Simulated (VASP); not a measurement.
# Au (Fm-3m) in VASP: a series of runs

Au is run at these levels: r2SCAN; tasks: single point, relaxation of cell and atoms.

Everything below comes from runs of VASP 6.6.1. Logs are shortened: lines on timing, memory, paths and dates and some standing lists are left out, and cuts for length are marked.

### Step 1. The cell of the first run

It takes space group Fm-3m (No. 225, cubic). The conventional cell has a = 4.129 Å, b = 4.129 Å, c = 4.129 Å, α = 90.00°, β = 90.00°, γ = 90.00°. Au (site symmetry m-3m) has 12 Au at 2.92 Å within 3.8 Å.

### Step 2. Single point, r2SCAN

The input, POSCAR:

```
Au
1.0
    0.0000000000      2.0644817750      2.0644817750
    2.0644817750      0.0000000000      2.0644817750
    2.0644817750      2.0644817750      0.0000000000
Au
1
Direct
    0.0000000000      0.0000000000      0.0000000000
```

The input, INCAR.step1:

```
SYSTEM = Au
  PREC = Accurate
  ENCUT = 520
  ISMEAR = 1
  SIGMA = 0.1
  LREAL = .False.
  LASPH = .True.
  NELM = 100
  NBANDS = 12
  GGA = PE
  ALGO = Normal
  EDIFF = 1E-4
  LWAVE = .True.
  LCHARG = .False.
```

The input, INCAR.step2:

```
SYSTEM = Au
  PREC = Accurate
  ENCUT = 520
  EDIFF = 1E-7
  ISMEAR = 1
  SIGMA = 0.1
  LREAL = .False.
  LASPH = .True.
  NELM = 100
  ALGO = Normal
  ISIF = 2
  LWAVE = .False.
  LCHARG = .False.
  METAGGA = R2SCAN
  LMIXTAU = .True.
  NBANDS = 12
  ISTART = 1
```

The input, KPOINTS:

```
regular mesh
0
Gamma
  10 10 10
  0 0 0
```

Potentials or basis: VASP PAW PBE potentials, release 64 (Au).

Command:

```console
$ cat potpaw_PBE.64/Au/POTCAR > POTCAR
$ cp INCAR.step1 INCAR
$ mpirun -np 1 vasp_std > vasp.out
$ cp INCAR.step2 INCAR
$ mpirun -np 1 vasp_std > vasp.out
```

OUTCAR:

```text
SYSTEM = Au
   PREC = Accurate
   ENCUT = 520
   EDIFF = 1E-7
   ISMEAR = 1
   LREAL = .False.
   LASPH = .True.
   NELM = 100
   ISIF = 2
   METAGGA = R2SCAN
   ISTART = 1

 ion  position               nearest neighbor table
   1  0.000  0.000  0.000-

  LATTYP: Found a face centered cubic cell.
 ALAT       =     4.1289635500

  Lattice vectors:

 A1 = (   0.0000000000,   2.0644817750,   2.0644817750)
 A2 = (   2.0644817750,   0.0000000000,   2.0644817750)
 A3 = (   2.0644817750,   2.0644817750,   0.0000000000)

Analysis of symmetry for initial positions (statically):
=====================================================================
 Subroutine PRICEL returns:
 Original cell was already a primitive cell.

 Routine SETGRP: Setting up the symmetry group for a
 face centered cubic supercell.

 Subroutine GETGRP returns: Found 48 space group operations
 (whereof 48 operations were pure point group operations)
 out of a pool of 48 trial point group operations.

The static configuration has the point symmetry O_h .

Analysis of symmetry for dynamics (positions and initial velocities):
=====================================================================
 Subroutine PRICEL returns:
 Original cell was already a primitive cell.

 Routine SETGRP: Setting up the symmetry group for a
 face centered cubic supercell.

 Subroutine GETGRP returns: Found 48 space group operations
 (whereof 48 operations were pure point group operations)
 out of a pool of 48 trial point group operations.

The dynamic configuration has the point symmetry O_h .

 Subroutine INISYM returns: Found 48 space group operations
 (whereof 48 operations are pure point group operations),
 and found     1 'primitive' translations

----------------------------------------------------------------------------------------

                                     Primitive cell

  volume of cell :      17.5980

  direct lattice vectors                    reciprocal lattice vectors
     0.000000000  2.064481775  2.064481775    -0.242191530  0.242191530  0.242191530
     2.064481775  0.000000000  2.064481775     0.242191530 -0.242191530  0.242191530
     2.064481775  2.064481775  0.000000000     0.242191530  0.242191530 -0.242191530

  length of vectors
     2.919618125  2.919618125  2.919618125     0.419488035  0.419488035  0.419488035

  position of ions in fractional coordinates (direct lattice)
     0.000000000  0.000000000  0.000000000

  ion indices of the primitive-cell ions
   primitive index   ion index
                 1           1

----------------------------------------------------------------------------------------

 KPOINTS: regular mesh

Automatic generation of k-mesh.
 Grid dimensions read from file:
 generate k-points for:   10   10   10

 Generating k-lattice:

  Cartesian coordinates                     Fractional coordinates (reciprocal lattice)
    -0.024219153  0.024219153  0.024219153     0.100000000  0.000000000  0.000000000
     0.024219153 -0.024219153  0.024219153     0.000000000  0.100000000  0.000000000
     0.024219153  0.024219153 -0.024219153     0.000000000  0.000000000  0.100000000

  Length of vectors
     0.041948804  0.041948804  0.041948804

  Shift w.r.t. Gamma in fractional coordinates (k-lattice)
     0.000000000  0.000000000  0.000000000

 Subroutine IBZKPT returns following result:
 ===========================================

 Found     47 irreducible k-points:

 Following reciprocal coordinates:
            Coordinates               Weight
  0.000000  0.000000  0.000000      1.000000
  0.100000  0.000000  0.000000      8.000000
  0.200000  0.000000  0.000000      8.000000
  0.300000  0.000000  0.000000      8.000000
  0.400000  0.000000  0.000000      8.000000
  0.500000  0.000000  0.000000      4.000000
[... 16 lines left out ...]
  0.300000  0.300000  0.000000      6.000000
  0.400000  0.300000  0.000000     24.000000
 [... further k-points ...]
   k-points           NKPTS =     47   k-points in BZ     NKDIM =     47   number of bands    NBANDS=     12
   number of dos      NEDOS =    301   number of ions     NIONS =      1
   total plane-waves  NPLWV =  13824
   dimension x,y,z NGX =    24 NGY =   24 NGZ =   24
   dimension x,y,z NGXF=    48 NGYF=   48 NGZF=   48
   ions per type =               1
   NGX,Y,Z   is equivalent  to a cutoff of  13.67, 13.67, 13.67 a.u.
   NGXF,Y,Z  is equivalent  to a cutoff of  27.33, 27.33, 27.33 a.u.
 SYSTEM =  Au
   PREC   = accura    normal or accurate (medium, high low for compatibility)
   ISTART =      1    job   : 0-new  1-cont  2-samecut
   ICHARG =      0    charge: 1-file 2-atom 10-const
   ISPIN  =      1    spin polarized calculation?
   LNONCOLLINEAR =      F non collinear calculations
   LSORBIT =      F    spin-orbit coupling
   LASPH  =      T    aspherical Exc in radial PAW
   ENCUT  =  520.0 eV  38.22 Ry    6.18 a.u.   5.43  5.43  5.43*2*pi/ulx,y,z
   NELM   =    100;   NELMIN=  2; NELMDL=  0     # of ELM steps
   EDIFF  = 0.1E-06   stopping-criterion for ELM
   LREAL  =      F    real-space projection
   EDIFFG = 0.1E-05   stopping-criterion for IOM
   NSW    =      0    number of steps for IOM
   IBRION =     -1    ionic relax: 0-MD 1-quasi-New 2-CG
   NFREE  =      0    steps in history (QN), initial steepest desc. (CG)
   ISIF   =      2    stress and relaxation
   ISYM   =      2    0-nonsym 1-usesym 2-fastsym
   POTIM  = 0.5000    time-step for ionic-motion
   TEBEG  =    0.0;   TEEND  =   0.0 temperature during run
   PSTRESS=    0.0 pullay stress
   NELECT =      11.0000    total number of electrons
   NUPDOWN=      -1.0000    fix difference up-down
   EMIN   =  10.00;   EMAX   =-10.00  energy-range for DOS
   EFERMI =   0.00;   METHOD = LEGACY
   ISMEAR =     1;   SIGMA  =   0.10  broadening in eV -4-tet -1-fermi 0-gaus
   EFERMI_NEDOS =   21; number of points for ismear=-14 and -15
   IALGO  =     38    algorithm
   IMIX   =      4    mixing-type and parameters
     AMIX     =   0.40;   BMIX     =  1.00
     AMIX_MAG =   1.60;   BMIX_MAG =  1.00
  volume/ion in A,a.u.               =      17.60       118.76
  Fermi-wavevector in a.u.,A,eV,Ry     =   1.399753  2.645149 26.658002  1.959308
  Thomas-Fermi vector in A             =   2.522781
   LORBIT       =      0    0 simple, 1 ext, 2 COOP (PROOUT), +10 PAW based schemes
   METAGGA = R2SCAN    functional components
   LHFCALC =     F    Hartree Fock is set to
   AEXX    =    0.0000 exact exchange contribution
   IVDW    =     0    specifies the selected vdW correction
   LEPSILON=     F    determine dielectric tensor
   LRPA    =     F    only Hartree local field effects (RPA)
 non-spin polarized calculation
 Methfessel and Paxton  Order N= 1 SIGMA  =   0.10
  energy-cutoff  :      520.00
  volume of cell :       17.60
 maximum number of plane-waves:       495
 NGX is ok and might be reduce to    24
   NGX = 11   NGY = 11   NGZ = 11

 number of electron      11.0000001 magnetization

 Free energy of the ion-electron system (eV)
  ---------------------------------------------------
  ext. energy  EPLUGINS =         0.00000000
  ---------------------------------------------------
  free energy    TOTEN  =       -50.57572147 eV

  energy without entropy =      -50.57550735  energy(sigma->0) =      -50.57565010

 E-fermi :   8.8077     XC(G=0): -13.3974

 val. band max:        8.6190169614   @ k =   0.5000   0.2000   0.1000
 cond. band min:       8.8558033139   @ k =   0.5000   0.3000   0.1000
 fundamental gap:      0.2367863524
 Fermi energy:         8.8076978494

 k-point     1 :       0.0000    0.0000    0.0000
  band No.  band energies     occupation
      1      -0.9385      2.00000
      2       4.0331      2.00000
      3       4.0331      2.00000
      4       4.0331      2.00000
      5       5.4816      2.00000
      6       5.4816      2.00000
      7      24.1647      0.00000
      8      28.0540      0.00000
      9      28.0540      0.00000
     10      28.0540      0.00000
     11      33.2186      0.00000
     12      37.3411      0.00000

 k-point     2 :       0.1000    0.0000    0.0000
  band No.  band energies     occupation
      1      -0.5913      2.00000
      2       3.9350      2.00000
      3       4.1436      2.00000
      4       4.1436      2.00000
      5       5.4392      2.00000
      6       5.4392      2.00000
      7      24.4839      0.00000
      8      26.1297      0.00000
      9      28.4239      0.00000
     10      28.4239      0.00000
     11      33.5471      0.00000
     12      35.7136      0.00000

 k-point     3 :       0.2000    0.0000    0.0000
  band No.  band energies     occupation
      1       0.3307      2.00000
      2       3.8276      2.00000
      3       4.3094      2.00000
      4       4.3094      2.00000
      5       5.4882      2.00000
      6       5.4882      2.00000
      7      22.2862      0.00000
      8      25.3272      0.00000
      9      29.1837      0.00000
     10      29.1837      0.00000
     11      31.3845      0.00000
     12      33.2752      0.00000

 k-point     4 :       0.3000    0.0000    0.0000
  band No.  band energies     occupation
      1       1.2481      2.00000
      2       4.2350      2.00000
      3       4.2350      2.00000
      4       4.4114      2.00000
      5       5.9075      2.00000
      6       5.9075      2.00000
      7      18.2332      0.00000
      8      24.8101      0.00000
      9      28.6434      0.00000
     10      28.6434      0.00000
     11      32.0169      0.00000
     12      32.6869      0.00000

 k-point     5 :       0.4000    0.0000    0.0000
  band No.  band energies     occupation
      1       1.5049      2.00000
      2       4.0650      2.00000
      3       4.0650      2.00000
      4       6.3408      2.00000
      5       6.4325      2.00000
      6       6.4325      2.00000
      7      14.2568      0.00000
      8      23.9654      0.00000
      9      27.1130      0.00000
     10      27.1130      0.00000
     11      33.7086      0.00000
     12      33.7086      0.00000
[... 228 lines left out ...]
      1       2.4826      2.00000
      2       3.6979      2.00000
      3       4.1517      2.00000
      4       4.7262      2.00000
      5       5.7132      2.00000
      6       8.4371      2.00000
      7      16.3579      0.00000
      8      20.5464      0.00000
      9      25.7921      0.00000
     10      27.4064      0.00000
     11      31.6791      0.00000
     12      35.0266      0.00000

 k-point    22 :      -0.2000    0.2000    0.0000
  band No.  band energies     occupation
      1       2.0057      2.00000
      2       3.4452      2.00000
      3       4.1569      2.00000
      4       4.8798      2.00000
      5       5.0424      2.00000
      6       7.0952      2.00000
      7      19.6505      0.00000
      8      21.6051      0.00000
      9      26.7588      0.00000
     10      29.4152      0.00000
     11      30.1480      0.00000
     12      34.8939      0.00000

 k-point    23 :       0.3000    0.3000    0.0000
  band No.  band energies     occupation
      1       1.9360      2.00000
      2       2.6502      2.00000
      3       5.1937      2.00000
      4       5.6985      2.00000
      5       5.6985      2.00000
      6       6.1943      2.00000
      7      22.5188      0.00000
      8      22.5188      0.00000
      9      22.9810      0.00000
     10      25.7743      0.00000
     11      27.4743      0.00000
     12      36.8702      0.00000

 k-point    24 :       0.4000    0.3000    0.0000
  band No.  band energies     occupation
      1       2.1502      2.00000
      2       2.5261      2.00000
      3       5.1912      2.00000
      4       5.7917      2.00000
      5       6.5887      2.00000
      6       7.3465      2.00000
      7      18.8441      0.00000
      8      21.2237      0.00000
      9      21.5341      0.00000
     10      26.6684      0.00000
     11      28.8676      0.00000
     12      36.9627      0.00000

 [... further k-points ...]

------------------------ aborting loop because EDIFF is reached ----------------------------------------

  FORCE on cell =-STRESS in cart. coord.  units (eV):
  Direction    XX          YY          ZZ          XY          YZ          ZX
  --------------------------------------------------------------------------------------
  -------------------------------------------------------------------------------------
  Total        0.0328814      0.0328814      0.0328814      0.0000000      0.0000000      0.0000000
  in kB        2.9936317      2.9936317      2.9936317      0.0000000      0.0000000      0.0000000
  external PRESSURE =       2.9936317 kB  Pullay stress =       0.0000000 kB

 VOLUME and BASIS-vectors are now :
 -----------------------------------------------------------------------------
  energy-cutoff  :      520.00
  volume of cell :       17.60
      direct lattice vectors                 reciprocal lattice vectors
     0.000000000  2.064481775  2.064481775    -0.242191530  0.242191530  0.242191530
     2.064481775  0.000000000  2.064481775     0.242191530 -0.242191530  0.242191530
     2.064481775  2.064481775  0.000000000     0.242191530  0.242191530 -0.242191530

 POSITION                                       TOTAL-FORCE (eV/Angst)
 -----------------------------------------------------------------------------------
      0.00000      0.00000      0.00000         0.000000      0.000000      0.000000
 -----------------------------------------------------------------------------------
    total drift:                                0.000000     -0.000000     -0.000000

  FREE ENERGIE OF THE ION-ELECTRON SYSTEM (eV)
  ---------------------------------------------------
  free  energy   TOTEN  =       -50.5757214699 eV

  energy  without entropy=      -50.5755073478  energy(sigma->0) =      -50.57565010
```

Wall time 75 s (1 thread of Intel Xeon 8259CL, shared host); peak memory 0.15 GiB.

Results:

```yaml
Free_energy: -50.5757 eV
Pressure: 0.3 GPa
Band_gap_on_the_k_mesh: zero (an odd number of electrons rules out a gap without spin polarisation)
```

Levels at points of the mesh, in eV from the Fermi level:
| k point | band 3 | band 4 | band 5 | band 6 | band 7 | band 8 | band 9 | band 10 |
| --- | --- | --- | --- | --- | --- | --- | --- | --- |
| (0.00, 0.00, 0.00) | -4.77 | -4.77 | -3.33 | -3.33 | 15.36 | 19.25 | 19.25 | 19.25 |
| (0.50, 0.00, 0.00) | -4.82 | -2.14 | -2.14 | -0.65 | 3.00 | 14.83 | 17.66 | 17.66 |
| (0.50, 0.50, 0.00) | -2.20 | -1.82 | -1.82 | 1.28 | 5.74 | 10.42 | 10.42 | 17.69 |

Caveat: the PAW data sets were made with another functional, which shifts forces and pressure a little; spin-orbit coupling is left out, which moves the levels of the heavy elements.

### Step 3. Relaxation of cell and atoms, r2SCAN

This run uses another cell than the first one, of 16.85 Å³/atom.

The input, POSCAR:

```
Au
1.0
    0.0000000000      2.0350000000      2.0350000000
    2.0350000000      0.0000000000      2.0350000000
    2.0350000000      2.0350000000      0.0000000000
Au
1
Direct
    0.0000000000      0.0000000000      0.0000000000
```

The input, INCAR.step1:

```
SYSTEM = Au
PREC = Accurate ; ENCUT = 600
ISMEAR = 1 ; SIGMA = 0.1
LREAL = .FALSE. ; LASPH = .TRUE.
NELM = 100 ; GGA = PE
ALGO = Normal ; EDIFF = 1E-4
LWAVE = .TRUE. ; LCHARG = .FALSE.
```

The input, INCAR.step2:

```
SYSTEM = Au
PREC = Accurate ; ENCUT = 600
EDIFF = 1E-7 ; ISMEAR = 1
SIGMA = 0.1 ; LREAL = .FALSE.
LASPH = .TRUE. ; NELM = 100
ALGO = Normal ; ISIF = 3
LWAVE = .FALSE. ; LCHARG = .FALSE.
METAGGA = R2SCAN ; LMIXTAU = .TRUE.
IBRION = 2 ; NSW = 60
EDIFFG = -0.02 ; ISTART = 1
```

The input, KPOINTS:

```
regular mesh
0
G
  10 10 10
  0 0 0
```

Potentials or basis: VASP PAW PBE potentials, release 64 (Au).

Command:

```console
$ cat potpaw_PBE.64/Au/POTCAR > POTCAR
$ cp INCAR.step1 INCAR
$ mpirun -np 1 vasp_std > vasp.out
$ cp INCAR.step2 INCAR
$ mpirun -np 1 vasp_std > vasp.out
```

Run time: 2.9 min. Hardware: 1 thread of Intel Xeon 8259CL, shared host; peak memory 0.16 GiB.

It converged, with:

| Quantity | Value |
| --- | --- |
| Free energy | -50.5749 eV |
| Relaxed volume | 17.65 Å³/atom |
| Relaxed cell | a = 2.923 Å, b = 2.923 Å, c = 2.923 Å, α = 60.00°, β = 60.00°, γ = 60.00° |
| Space group after relaxing (to 0.1 Å) | Fm-3m (No. 225) |
| Energy gained by relaxing | 18.7 meV/atom |
| Ionic steps | 3 |
| Pressure after relaxing | -0.1 GPa |
| Band gap on the k mesh | zero (an odd number of electrons rules out a gap without spin polarisation) |

Step by step:
| step | energy change (eV) | largest force (eV/Å) | pressure (GPa) | volume (Å³) |
| --- | --- | --- | --- | --- |
| 1 | 0.0000 | 0.0000 | 8.03 | 16.85 |
| 2 | 0.0243 | 0.0000 | -9.25 | 19.00 |
| 3 | -0.0187 | 0.0000 | -0.14 | 17.65 |

Final structure:
```
CELL_PARAMETERS angstrom
0.00000 2.06669 2.06669
2.06669 0.00000 2.06669
2.06669 2.06669 0.00000
ATOMIC_POSITIONS crystal
Au 0.00000 0.00000 0.00000
```

Levels at points of the mesh, in eV from the Fermi level:
| k point | band 3 | band 4 | band 5 | band 6 | band 7 | band 8 | band 9 |
| --- | --- | --- | --- | --- | --- | --- | --- |
| (0.00, 0.00, 0.00) | -4.76 | -4.76 | -3.32 | -3.32 | 15.36 | 19.23 | 19.23 |
| (0.50, 0.00, 0.00) | -4.80 | -2.14 | -2.14 | -0.63 | 2.98 | 14.83 | 17.64 |
| (0.50, 0.50, 0.00) | -2.20 | -1.82 | -1.82 | 1.29 | 5.71 | 10.41 | 10.41 |

Caveat: the PAW data sets were made with another functional, which shifts forces and pressure a little; spin-orbit coupling is left out, which moves the levels of the heavy elements. Zero-point motion and thermal expansion aren't in these numbers.

The gap in the log of VASP goes by the Fermi energy; the results here count the filled bands.